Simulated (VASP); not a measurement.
Set up this calculation in VASP 6.6.1, as the native input.

* Task: single point
* Functional: HSE06
* Potentials or basis: VASP PAW PBE potentials, release 64 (Zn, S)
* Cutoff: 520 eV
* k mesh: 6 × 6 × 6
* Occupations: gaussian, width 0.01 eV
* Spin: no spin polarisation
* Dipole correction: no
* Grid for exact exchange (PRECFOCK): Normal
* Further INCAR settings: ALGO = Normal; EDIFF = 1e-06; NBANDS = 16
* Share of exact exchange: 0.25
* Screening parameter: 0.2079 1/Å

ZnS:

```
Zn S
1.0
     0.00000    2.69410    2.69410
     2.69410    0.00000    2.69410
     2.69410    2.69410    0.00000
Zn S
1 1
Direct
  0.25000 0.25000 0.25000
  0.00000 0.00000 0.00000
```

These files were run (other wordings do the same):

POSCAR

```
ZnS
1.0
    0.0000000000      2.6940955531      2.6940955531
    2.6940955531      0.0000000000      2.6940955531
    2.6940955531      2.6940955531      0.0000000000
Zn S
1 1
Direct
    0.2500000000      0.2500000000      0.2500000000
    0.0000000000      0.0000000000      0.0000000000
```

INCAR.step1

```
SYSTEM = ZnS
PREC = Accurate ; ENCUT = 520
EDIFF = 1E-5 ; ISMEAR = 0
SIGMA = 0.01 ; LREAL = .False.
LASPH = .True. ; NELM = 80
ALGO = Normal ; ISIF = 2
LWAVE = .True. ; LCHARG = .False.
GGA = PE ; NBANDS = 16
```

INCAR.step2

```
SYSTEM = ZnS
PREC = Accurate ; ENCUT = 520
EDIFF = 1E-6 ; ISMEAR = 0
SIGMA = 0.01 ; LREAL = .False.
LASPH = .True. ; NELM = 80
ALGO = Normal ; ISIF = 2
LWAVE = .False. ; LCHARG = .False.
GGA = PE ; LHFCALC = .True.
HFSCREEN = 0.2079 ; PRECFOCK = Normal
ISTART = 1 ; NBANDS = 16
```

KPOINTS

```
Automatic mesh
0
Gamma
  6 6 6
  0 0 0
```

Potentials or basis: VASP PAW PBE potentials, release 64 (Zn, S).

Launch:

```console
$ cat potpaw_PBE.64/Zn/POTCAR potpaw_PBE.64/S/POTCAR > POTCAR
$ cp INCAR.step1 INCAR
$ mpirun -np 1 vasp_std > vasp.out
$ cp INCAR.step2 INCAR
$ mpirun -np 1 vasp_std > vasp.out
```

Results of the run:

```
Pressure               : 1.6 GPa
Band gap on the k mesh : 3.37 eV
```

Caveat: the PAW data sets were made with another functional, which shifts forces and pressure a little.

Run time: 73 min on 1 thread of Intel Xeon 8259CL (shared host), peak memory 0.28 GiB.
